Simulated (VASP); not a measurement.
# Rh (Cmcm) in VASP: further runs

Rh is run at these levels: PBEsol; tasks: single point.

Everything below comes from runs of VASP 6.6.1. Logs are shortened: lines on timing, memory, paths and dates and some standing lists are left out, and cuts for length are marked.

## (1) The cell of the first run

It takes space group Cmcm (No. 63, orthorhombic). Conventional cell: a = 2.921 Å, b = 4.380 Å, c = 8.407 Å, α = 90.00°, β = 90.00°, γ = 90.00°. Rh (site symmetry 2/m) has 12 Rh at 2.56 to 2.92 Å within 3.4 Å. Rh (site symmetry m2m) has 12 Rh at 2.56 to 2.92 Å within 3.4 Å.

## (2) Single point, PBEsol

The input, INCAR:

```
ALGO     = Fast           # electronic algorithm
EDIFF    = 1E-6           # SCF threshold, eV
ENCUT    = 520            # plane-wave cutoff, eV
GGA      = PS             # functional
ISIF     = 2              # what is computed and relaxed
ISMEAR   = 0              # smearing method
LASPH    = T              # aspherical terms in the spheres
LCHARG   = T              # write CHGCAR
LELF     = T              # ELF
LREAL    = F              # projectors in reciprocal space
LVHAR    = T            
LWAVE    = F              # write WAVECAR
NBANDS   = 38             # bands
NELM     = 100            # most SCF steps
PREC     = Accurate       # precision mode
SIGMA    = 0.15           # smearing width, eV
```

The input, KPOINTS:

```
k-points
0
Gamma
  18 18 6
```

The input, POSCAR:

```
Rh
1.0
    2.9207804130      0.0000000000      0.0000000000
   -1.4603902065      2.1897821262      0.0000000000
    0.0000000000      0.0000000000      8.4072113135
Rh
4
Direct
    0.0000000000      0.0000000000      0.0000000000
    0.3333333333      0.6666666667      0.2500000000
    0.0000000000      0.0000000000      0.5000000000
    0.6666666667      0.3333333333      0.7500000000
```

Potentials or basis: VASP PAW PBE potentials, release 64 (Rh_pv).

Run with:

```console
cat potpaw_PBE.64/Rh_pv/POTCAR > POTCAR
mpirun -np 1 vasp_std > vasp.out
```

OUTCAR:

```text
EDIFF = 1E-6
   ENCUT = 520
   GGA = PS
   ISIF = 2
   ISMEAR = 0
   LASPH = T
   LREAL = F
   NELM = 100
   PREC = Accurate

 ion  position               nearest neighbor table
   1  0.000  0.000  0.000-   2 2.56   4 2.56   4 2.66   2 2.66   4 2.66   2 2.66
   2  0.333  0.667  0.250-   1 2.56   3 2.56   1 2.66   3 2.66   1 2.66   3 2.66
   3  0.000  0.000  0.500-   2 2.56   4 2.56   4 2.66   2 2.66   4 2.66   2 2.66
   4  0.667  0.333  0.750-   1 2.56   3 2.56   1 2.66   3 2.66   1 2.66   3 2.66

  Warning from LATTYP: Monoclinic adjustment (A1->A3, A2->A1, A3->A2)!
  LATTYP: Found a base centered orthorhombic cell.
 ALAT       =     2.9207804130
 B/A-ratio  =     1.4994500213
 C/A-ratio  =     2.8784126585

  Lattice vectors:

 A1 = (   1.4603902065,  -2.1897821262,   0.0000000000)
 A2 = (   1.4603902065,   2.1897821262,   0.0000000000)
 A3 = (   0.0000000000,   0.0000000000,   8.4072113135)

Analysis of symmetry for initial positions (statically):
=====================================================================
 Subroutine PRICEL returns:
 Original cell was already a primitive cell.

 Routine SETGRP: Setting up the symmetry group for a
 base centered orthorhombic supercell.

 Subroutine GETGRP returns: Found  8 space group operations
 (whereof  4 operations were pure point group operations)
 out of a pool of  8 trial point group operations.

The static configuration has the point symmetry C_2h.
 The point group associated with its full space group is D_2h.

Analysis of symmetry for dynamics (positions and initial velocities):
=====================================================================
 Subroutine PRICEL returns:
 Original cell was already a primitive cell.

 Routine SETGRP: Setting up the symmetry group for a
 base centered orthorhombic supercell.

 Subroutine GETGRP returns: Found  8 space group operations
 (whereof  4 operations were pure point group operations)
 out of a pool of  8 trial point group operations.

The dynamic configuration has the point symmetry C_2h.
 The point group associated with its full space group is D_2h.

 Subroutine INISYM returns: Found  8 space group operations
 (whereof  4 operations are pure point group operations),
 and found     1 'primitive' translations

----------------------------------------------------------------------------------------

                                     Primitive cell

  volume of cell :      53.7715

  direct lattice vectors                    reciprocal lattice vectors
     2.920780413  0.000000000  0.000000000     0.342374249  0.228333218  0.000000000
    -1.460390207  2.189782126  0.000000000     0.000000000  0.456666436  0.000000000
     0.000000000  0.000000000  8.407211313     0.000000000  0.000000000  0.118945506

  length of vectors
     2.920780413  2.632087634  8.407211313     0.411529081  0.456666436  0.118945506

  position of ions in fractional coordinates (direct lattice)
     0.000000000  0.000000000  0.000000000
     0.333333333  0.666666667  0.250000000
     0.000000000  0.000000000  0.500000000
     0.666666667  0.333333333  0.750000000

  ion indices of the primitive-cell ions
   primitive index   ion index
                 1           1
                 2           2
                 3           3
                 4           4

----------------------------------------------------------------------------------------

 KPOINTS: k-points

Automatic generation of k-mesh.
 Grid dimensions read from file:
 generate k-points for:   18   18    6

 Generating k-lattice:

  Cartesian coordinates                     Fractional coordinates (reciprocal lattice)
     0.019020792  0.012685179  0.000000000     0.055555556  0.000000000  0.000000000
     0.000000000  0.025370358  0.000000000     0.000000000  0.055555556  0.000000000
     0.000000000  0.000000000  0.019824251     0.000000000  0.000000000  0.166666667

  Length of vectors
     0.022862727  0.025370358  0.019824251

  Shift w.r.t. Gamma in fractional coordinates (k-lattice)
     0.000000000  0.000000000  0.000000000

 Subroutine IBZKPT returns following result:
 ===========================================

 Found    364 irreducible k-points:

 Following reciprocal coordinates:
            Coordinates               Weight
  0.000000  0.000000  0.000000      1.000000
  0.055556 -0.000000  0.000000      4.000000
  0.111111 -0.000000  0.000000      4.000000
  0.166667 -0.000000  0.000000      4.000000
  0.222222  0.000000  0.000000      4.000000
  0.277778  0.000000  0.000000      4.000000
[... 16 lines left out ...]
 -0.333333  0.055556  0.000000      4.000000
 -0.277778  0.055556  0.000000      4.000000
 [... further k-points ...]
   k-points           NKPTS =    364   k-points in BZ     NKDIM =    364   number of bands    NBANDS=     38
   number of dos      NEDOS =    301   number of ions     NIONS =      4
   total plane-waves  NPLWV =  30720
   dimension x,y,z NGX =    24 NGY =   20 NGZ =   64
   dimension x,y,z NGXF=    48 NGYF=   40 NGZF=  128
   ions per type =               4
   NGX,Y,Z   is equivalent  to a cutoff of  13.66, 12.63, 12.66 a.u.
   NGXF,Y,Z  is equivalent  to a cutoff of  27.32, 25.26, 25.31 a.u.
 SYSTEM =  unknown system
   PREC   = accura    normal or accurate (medium, high low for compatibility)
   ISTART =      0    job   : 0-new  1-cont  2-samecut
   ICHARG =      2    charge: 1-file 2-atom 10-const
   ISPIN  =      1    spin polarized calculation?
   LNONCOLLINEAR =      F non collinear calculations
   LSORBIT =      F    spin-orbit coupling
   LASPH  =      T    aspherical Exc in radial PAW
   ENCUT  =  520.0 eV  38.22 Ry    6.18 a.u.   5.43  4.89 15.63*2*pi/ulx,y,z
   NELM   =    100;   NELMIN=  2; NELMDL= -5     # of ELM steps
   EDIFF  = 0.1E-05   stopping-criterion for ELM
   LREAL  =      F    real-space projection
   EDIFFG = 0.1E-04   stopping-criterion for IOM
   NSW    =      0    number of steps for IOM
   IBRION =     -1    ionic relax: 0-MD 1-quasi-New 2-CG
   NFREE  =      0    steps in history (QN), initial steepest desc. (CG)
   ISIF   =      2    stress and relaxation
   ISYM   =      2    0-nonsym 1-usesym 2-fastsym
   POTIM  = 0.5000    time-step for ionic-motion
   TEBEG  =    0.0;   TEEND  =   0.0 temperature during run
   PSTRESS=    0.0 pullay stress
   NELECT =      60.0000    total number of electrons
   NUPDOWN=      -1.0000    fix difference up-down
   EMIN   =  10.00;   EMAX   =-10.00  energy-range for DOS
   EFERMI =   0.00;   METHOD = LEGACY
   ISMEAR =     0;   SIGMA  =   0.15  broadening in eV -4-tet -1-fermi 0-gaus
   EFERMI_NEDOS =   21; number of points for ismear=-14 and -15
   IALGO  =     68    algorithm
   IMIX   =      4    mixing-type and parameters
     AMIX     =   0.40;   BMIX     =  1.00
     AMIX_MAG =   1.60;   BMIX_MAG =  1.00
  volume/ion in A,a.u.               =      13.44        90.72
  Fermi-wavevector in a.u.,A,eV,Ry     =   1.698014  3.208782 39.229029  2.883252
  Thomas-Fermi vector in A             =   2.778591
   LORBIT       =      0    0 simple, 1 ext, 2 COOP (PROOUT), +10 PAW based schemes
   GGA     = PS    functional components
   LHFCALC =     F    Hartree Fock is set to
   AEXX    =    0.0000 exact exchange contribution
   IVDW    =     0    specifies the selected vdW correction
   LEPSILON=     F    determine dielectric tensor
   LRPA    =     F    only Hartree local field effects (RPA)
 non-spin polarized calculation
 RMM-DIIS sequential band-by-band and
 Gauss-broadening in eV      SIGMA  =   0.15
  energy-cutoff  :      520.00
  volume of cell :       53.77
 maximum number of plane-waves:      1480
 NGX is ok and might be reduce to    24
   NGX = 11   NGY =  9   NGZ = 31

 number of electron      59.9999988 magnetization

 Free energy of the ion-electron system (eV)
  ---------------------------------------------------
  ext. energy  EPLUGINS =         0.00000000
  ---------------------------------------------------
  free energy    TOTEN  =       -31.97679658 eV

  energy without entropy =      -31.90470438  energy(sigma->0) =      -31.94075048

 E-fermi :  12.1698     XC(G=0): -14.3483

 val. band max:       12.1669561992   @ k =   0.2778   0.3333   0.1667
 cond. band min:      12.1703942842   @ k =  -0.4444   0.0556   0.3333
 fundamental gap:      0.0034380850
 Fermi energy:        12.1698420103

 k-point     1 :       0.0000    0.0000    0.0000
  band No.  band energies     occupation
      1     -35.0991      2.00000
      2     -34.6779      2.00000
      3     -34.6359      2.00000
      4     -34.2842      2.00000
      5     -34.2763      2.00000
      6     -34.2402      2.00000
[... 30 lines left out ...]
     37      21.8026      0.00000
     38      26.5661      0.00000

 k-point     2 :       0.0556   -0.0000    0.0000
  band No.  band energies     occupation
      1     -35.0923      2.00000
      2     -34.6810      2.00000
      3     -34.6384      2.00000
      4     -34.2998      2.00000
      5     -34.2838      2.00000
      6     -34.2454      2.00000
[... 30 lines left out ...]
     37      21.7805      0.00000
     38      26.6708      0.00000

 k-point     3 :       0.1111   -0.0000    0.0000
  band No.  band energies     occupation
      1     -35.0724      2.00000
      2     -34.6918      2.00000
      3     -34.6464      2.00000
      4     -34.3510      2.00000
      5     -34.2942      2.00000
      6     -34.2728      2.00000
[... 30 lines left out ...]
     37      21.7185      0.00000
     38      26.8873      0.00000

 k-point     4 :       0.1667   -0.0000    0.0000
  band No.  band energies     occupation
      1     -35.0419      2.00000
      2     -34.7135      2.00000
      3     -34.6619      2.00000
      4     -34.4244      2.00000
      5     -34.3311      2.00000
      6     -34.3025      2.00000
[... 30 lines left out ...]
     37      21.6303      0.00000
     38      26.6617      0.00000
[... 703 lines left out ...]
      4     -34.6858      2.00000
      5     -34.6101      2.00000
      6     -34.4380      2.00000
[... 30 lines left out ...]
     37      20.9090      0.00000
     38      21.7636      0.00000

 k-point    23 :      -0.3333    0.0556    0.0000
  band No.  band energies     occupation
      1     -34.9581      2.00000
      2     -34.8103      2.00000
      3     -34.7089      2.00000
      4     -34.6111      2.00000
      5     -34.5194      2.00000
      6     -34.3925      2.00000
[... 30 lines left out ...]
     37      21.4348      0.00000
     38      22.7843      0.00000

 k-point    24 :      -0.2778    0.0556    0.0000
  band No.  band energies     occupation
      1     -34.9877      2.00000
      2     -34.7598      2.00000
      3     -34.6912      2.00000
      4     -34.5261      2.00000
      5     -34.4265      2.00000
      6     -34.3487      2.00000
[... 30 lines left out ...]
     37      21.5137      0.00000
     38      24.5690      0.00000

 [... further k-points ...]

------------------------ aborting loop because EDIFF is reached ----------------------------------------

  FORCE on cell =-STRESS in cart. coord.  units (eV):
  Direction    XX          YY          ZZ          XY          YZ          ZX
  --------------------------------------------------------------------------------------
  -------------------------------------------------------------------------------------
  Total       -3.6288870      5.9618261      4.2604631      0.0000000      0.0000000      0.0000000
  in kB     -108.1265270    177.6389130    126.9450033      0.0000000      0.0000000      0.0000000
  external PRESSURE =      65.4857964 kB  Pullay stress =       0.0000000 kB

 VOLUME and BASIS-vectors are now :
 -----------------------------------------------------------------------------
  energy-cutoff  :      520.00
  volume of cell :       53.77
      direct lattice vectors                 reciprocal lattice vectors
     2.920780413  0.000000000  0.000000000     0.342374249  0.228333218  0.000000000
    -1.460390207  2.189782126  0.000000000     0.000000000  0.456666436  0.000000000
     0.000000000  0.000000000  8.407211313     0.000000000  0.000000000  0.118945506

 POSITION                                       TOTAL-FORCE (eV/Angst)
 -----------------------------------------------------------------------------------
      0.00000      0.00000      0.00000         0.000000      0.000000      0.000000
     -0.00000      1.45985      2.10180         0.000000      0.546652     -0.000000
      0.00000      0.00000      4.20361         0.000000      0.000000      0.000000
      1.46039      0.72993      6.30541        -0.000000     -0.546652      0.000000
 -----------------------------------------------------------------------------------
    total drift:                               -0.000000      0.000000     -0.000000

  FREE ENERGIE OF THE ION-ELECTRON SYSTEM (eV)
  ---------------------------------------------------
  free  energy   TOTEN  =       -31.9767965783 eV

  energy  without entropy=      -31.9047043756  energy(sigma->0) =      -31.94075048
```

Wall time 3.8 min (1 thread of Intel Xeon 6975P-C (Granite Rapids), shared host); peak memory 0.57 GiB.

Results:

```
Free energy            : -31.9768 eV
Pressure               : 6.5 GPa
Largest force          : 0.547 eV/Å
Band gap on the k mesh : zero (bands 30 and 31 overlap by 2.16 eV)
```

Forces in eV/Å, atoms in the order of the input:
```
Rh   0.000  0.000  0.000
Rh   0.000  0.547  0.000
Rh   0.000  0.000  0.000
Rh   0.000 -0.547  0.000
```

Levels at points of the mesh, in eV from the Fermi level:
```
           k point  band 27  band 28  band 29  band 30  band 31  band 32  band 33  band 34
(0.00, 0.00, 0.00)    -1.63    -1.62    -1.23    -1.09    -0.90    -0.52     0.10     0.40
(0.50, 0.00, 0.00)     0.00     0.10     0.29     0.75     0.99     1.04     1.17     1.83
(0.00, 0.50, 0.00)     0.75     0.76     0.91     1.00     1.07     1.14     2.03     3.26
(0.00, 0.00, 0.50)    -1.52    -1.52    -0.83    -0.83    -0.66    -0.66    -0.06    -0.06
(0.50, 0.00, 0.50)    -0.03    -0.03     0.12     0.12     0.51     0.51     2.67     2.67
(0.00, 0.50, 0.50)    -0.39    -0.39     0.81     0.81     1.09     1.09     3.61     3.61
```

Caveat: the cell differs from its parent crystal (strain +e along x and -e along y +0.0733, strain +e along z and -e/2 along x and y -0.0367); the cell stands under pressure; the PAW data sets were made with another functional, which shifts forces and pressure a little.

(Continued in part 2 of 2.)
